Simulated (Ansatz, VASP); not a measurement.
TiS2 in VASP and in Ansatz

The input INCAR:

```
PREC = Accurate ; ENCUT = 500
EDIFF = 1E-6 ; ISMEAR = -1
SIGMA = 0.02 ; LREAL = False
LASPH = True ; NELM = 200
ALGO = Normal ; ISIF = 2
LWAVE = False ; LCHARG = False
ISPIN = 2 ; MAGMOM = 0 0 0
LORBIT = 11 ; LMAXMIX = 4
GGA = PE ; NBANDS = 23
GGA_COMPAT = False
```

Contents of KPOINTS:

```
Automatic mesh
0
Gamma
  6 6 4
```

File POSCAR:

```
TiS2
1.0
    3.4106015318      0.0000000000      0.0000000000
   -1.7053007659      2.9536675687      0.0000000000
    0.0000000000      0.0000000000      5.7387202085
Ti S
1 2
Direct
    0.0000000000      0.0000000000      0.0000000000
    0.3333333333      0.6666666667      0.2449123212
    0.6666666667      0.3333333333      0.7550876788
```

Input for Ansatz:

```yaml
crystal:
  lattice:
    - [3.4106015318, 0.0, 0.0]
    - [-1.7053007659, 2.9536675687, 0.0]
    - [0.0, 0.0, 5.7387202085]
  atoms:
    - { symbol: Ti, position: [0.0, 0.0, 0.0] }
    - { symbol: S, position: [0.3333333333, 0.6666666667, 0.2449123212] }
    - { symbol: S, position: [0.6666666667, 0.3333333333, 0.7550876788] }
kpoints:
  mp_grid: { grid: [6, 6, 4] }
hamiltonian:
  xc: pbe
scf:
  occupations: { method: fermi_dirac, width: 0.02 }
  n_extra_bands: 4
  max_iter: 82
output:
  forces: true
  stress: true
  eigenvalues: true
magnetization:
  spin_polarized: true
  initial_magnetization: 0.5
```

Alike in both runs: task single point; functional PBE; k mesh 6 × 6 × 4; occupations fermi-dirac, width 0.02 eV; collinear spin.

|  | VASP | Ansatz |
| --- | --- | --- |
| version | VASP 6.6.1 | Ansatz 0.2.0 |
| potentials or method | VASP PAW PBE potentials, release 64 (Ti_sv, S) | plane waves |
| plane-wave cutoff (eV) | 500 | 420 |
| valence electrons in the cell | 24 | 24 |

```tsv
	VASP	Ansatz	Ansatz less VASP
gap on the k mesh at the Fermi level (eV)	none	none	-
pressure (GPa)	1.6	1.6	+0.07
traceless stress, the component that is largest in VASP (GPa)	1.05	0.99	-0.060
rms of the force components (eV/Å)	0.060	0.057	-0.0031
net moment per atom (μB)	0.00	0.00	0.000
```

Atom by atom the forces differ by 0.003 eV/Å (rms over components). A gap of «none» marks a metal or a gap that the smearing closes. The functional is the same, so the differences come from potentials, cutoffs and numerics. Ansatz's warnings: moment headroom below auto, seeded moment not kept.
